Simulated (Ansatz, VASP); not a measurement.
## One calculation of NaI, two programs

```
CELL_PARAMETERS angstrom
5.15075 0.00000 0.00000
-2.57538 4.46068 0.00000
0.00000 0.00000 7.97323
ATOMIC_POSITIONS crystal
Na 0.33333 0.66667 0.38161
Na 0.66667 0.33333 0.88161
I 0.33333 0.66667 0.99153
I 0.66667 0.33333 0.49153
```

Alike in both runs: functional PBE; k mesh 6 × 6 × 4; occupations gaussian, width 0.02 eV; no spin polarisation.

Ansatz relaxed the structure, and its values are those at the end. VASP's run is a single point on that final structure, the one shown.

|  | VASP | Ansatz |
| --- | --- | --- |
| version | VASP 6.6.1 | Ansatz 0.2.0 |
| potentials or method | VASP PAW PBE potentials, release 64 (Na_pv, I), cutoff 520 eV | scalar-relativistic, plane waves, PAW |
| valence electrons in the cell | 28 | 52 |

|  | VASP | Ansatz | Ansatz less VASP |
| --- | --- | --- | --- |
| gap on the k mesh at the Fermi level (eV) | 3.70 | 3.70 | +0.003 |
| least direct gap on the mesh (eV) | 3.70 | 3.70 | +0.003 |
| pressure (GPa) | 0.0 | 0.0 | -0.01 |

VASP's potentials hold 28 valence electrons a cell and Ansatz's 52, so a difference there can come from the potentials and not from the codes.

Spin-orbit coupling is off throughout.
